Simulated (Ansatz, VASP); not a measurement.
**GdO: VASP beside Ansatz**

INCAR

```
SYSTEM = GdO
  ALGO = Normal
  EDIFF = 1E-6
  ENCUT = 520
  GGA = PE
  ISIF = 2
  ISMEAR = -1
  ISPIN = 2
  LASPH = .TRUE.
  LCHARG = .TRUE.
  LELF = .TRUE.
  LMAXMIX = 6
  LORBIT = 11
  LREAL = .FALSE.
  LVHAR = .TRUE.
  LWAVE = .FALSE.
  MAGMOM = 7 0
  NBANDS = 23
  NELM = 150
  PREC = Accurate
  SIGMA = 0.03
```

The input KPOINTS:

```
k-points
0
G
  12 12 12
  0 0 0
```

POSCAR

```
GdO
1.0
    0.0000000000      2.7529546205      2.7529546205
    2.7529546205      0.0000000000      2.7529546205
    2.7529546205      2.7529546205      0.0000000000
Gd O
1 1
Direct
    0.0000000000      0.0000000000      0.0000000000
    0.2500000000      0.2500000000      0.2500000000
```

Input for Ansatz:

```yaml
crystal:
  lattice:
    - [0.0, 2.7529546205, 2.7529546205]
    - [2.7529546205, 0.0, 2.7529546205]
    - [2.7529546205, 2.7529546205, 0.0]
  atoms:
    - { symbol: Gd, position: [0.0, 0.0, 0.0], spin: 7.0 }
    - { symbol: O, position: [0.25, 0.25, 0.25] }
magnetization:
  spin_polarized: true
kpoints:
  mp_grid: { grid: [12, 12, 12] }
scf:
  occupations: { method: fermi_dirac, width: 0.03 }
hamiltonian:
  xc: pbe
  pseudopotentials: { kind: all_electron, datasets: crystal }
output:
  forces: true
  stress: true
  eigenvalues: false
```

Change from the starting cell: volume scaled by 1.06, datasets made for the crystal.

Alike in both runs: task single point; functional PBE; k mesh 12 × 12 × 12; occupations fermi-dirac, width 0.03 eV; collinear spin.

|  | VASP | Ansatz |
| --- | --- | --- |
| version | VASP 6.6.1 | Ansatz 0.2.0 |
| potentials or method | VASP PAW PBE potentials, release 64 (Gd, O), cutoff 520 eV | all-electron PAW with datasets made for the crystal, scalar-relativistic |

|  | VASP | Ansatz | Ansatz less VASP |
| --- | --- | --- | --- |
| pressure (GPa) | -5.3 | -5.4 | -0.11 |
| net moment per atom (μB) | 3.78 | 3.76 | -0.016 |
| size of the moment on the site where the two differ most (μB) | 6.86 | 6.83 | -0.028 |

Site moments also hang on the region over which each program counts them. Ansatz ran all-electron here, and VASP with PAW potentials.

Neither program's run includes spin-orbit coupling.
